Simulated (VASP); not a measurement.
Input of a VASP 6.6.1 run:

The input POSCAR:

```
H
1.0
    1.6485318600     -2.7316882300      0.0000000000
    1.6485318600      2.7316882300      0.0000000000
    0.0000000000      0.0000000000      6.3137686200
H
4
Direct
    0.5678085000      0.4321915000      0.9995149500
    0.4321915000      0.5678085000      0.0004850500
    0.4321915000      0.5678085000      0.4995149500
    0.5678085000      0.4321915000      0.5004850500
```

INCAR.step1

```
  PREC = Accurate
  ENCUT = 520
  ISMEAR = 0
  SIGMA = 0.02
  LREAL = F
  LASPH = T
  NELM = 100
  NBANDS = 10
  GGA = PE
  ALGO = Normal
  EDIFF = 1E-4
  LWAVE = T
  LCHARG = F
```

The input INCAR.step2:

```
  PREC = Accurate
  ENCUT = 520
  EDIFF = 1E-7
  ISMEAR = 0
  SIGMA = 0.02
  LREAL = F
  LASPH = T
  NELM = 100
  ALGO = Normal
  ISIF = 2
  LWAVE = F
  LCHARG = F
  METAGGA = R2SCAN
  LMIXTAU = T
  NBANDS = 10
  ISTART = 1
```

File KPOINTS:

```
regular mesh
0
Gamma
  2 2 1
```

Potentials or basis: VASP PAW PBE potentials, release 64 (H).

Launch:

```console
$ cat potpaw_PBE.64/H/POTCAR > POTCAR
$ cp INCAR.step1 INCAR
$ mpirun -np 1 vasp_std > vasp.out
$ cp INCAR.step2 INCAR
$ mpirun -np 1 vasp_std > vasp.out
```

Problem. What does it give for the band gap on the k mesh?

Solution. 9.09 eV.

Problem. What does it give for the largest force?

Solution. 0.217 eV/Å.

Stress tensor (GPa, compression positive):
```
1.16 0.00 0.00
0.00 0.76 0.00
0.00 0.00 0.81
```

Caveat: the k points lie up to 1.11 Å⁻¹ apart, too coarse for converged energies, forces and pressures; the PAW data sets were made with another functional, which shifts forces and pressure a little. A k mesh can miss the band edges.
